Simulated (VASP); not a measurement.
Wanted: the native input for a VASP 6.6.1 run.

- Task: single point
- Functional: PBE
- Dispersion: D4
- Potentials or basis: VASP PAW PBE potentials, release 64 (Pb_d, Se)
- Cutoff: 520 eV
- k mesh: 7 × 7 × 7
- Occupations: fermi-dirac, width 0.05 eV
- Spin: no spin polarisation
- Dipole correction: no
- Further INCAR settings: ALGO = Normal; EDIFF = 1e-06; NBANDS = 17

The structure of PbSe lies in POSCAR:

```
PbSe
1.0
    3.7246745311      0.0000000000      0.0000000000
    0.0000000000      3.7246745311      0.0000000000
    0.0000000000      0.0000000000      3.7246745311
Pb Se
1 1
Direct
    0.0000000000      0.0000000000      0.0000000000
    0.5000000000      0.5000000000      0.5000000000
```

These files were run (other wordings do the same):

INCAR

```
SYSTEM = PbSe
PREC = Accurate
ENCUT = 520
EDIFF = 1E-6
ISMEAR = -1
SIGMA = 0.05
LREAL = .False.
LASPH = .True.
NELM = 100
ALGO = Normal
ISIF = 2
LWAVE = .False.
LCHARG = .True.
GGA = PE
IVDW = 13
LELF = .True.
LVHAR = .True.
NBANDS = 17
```

KPOINTS

```
regular mesh
0
Gamma
  7 7 7
  0 0 0
```

Potentials or basis: VASP PAW PBE potentials, release 64 (Pb_d, Se).

Run with:

```console
$ cat potpaw_PBE.64/Pb_d/POTCAR potpaw_PBE.64/Se/POTCAR > POTCAR
$ mpirun -np 1 vasp_std > vasp.out
```

It gave:

```yaml
Pressure: -0.1 GPa
Band_gap_on_the_k_mesh: zero (band 10 reaches 5.86 eV, above the bottom of band 11 at 5.60 eV)
Dispersion_energy_per_atom: -0.439 eV
```

Caveat: spin-orbit coupling is left out, which moves the levels of the heavy elements; pairwise dispersion overbinds metals, which lowers pressure and volume.

Wall time 8.6 s on 1 thread of Intel(R) Xeon(R) Platinum 8559C (Emerald Rapids) (shared host), peak memory 0.16 GiB.
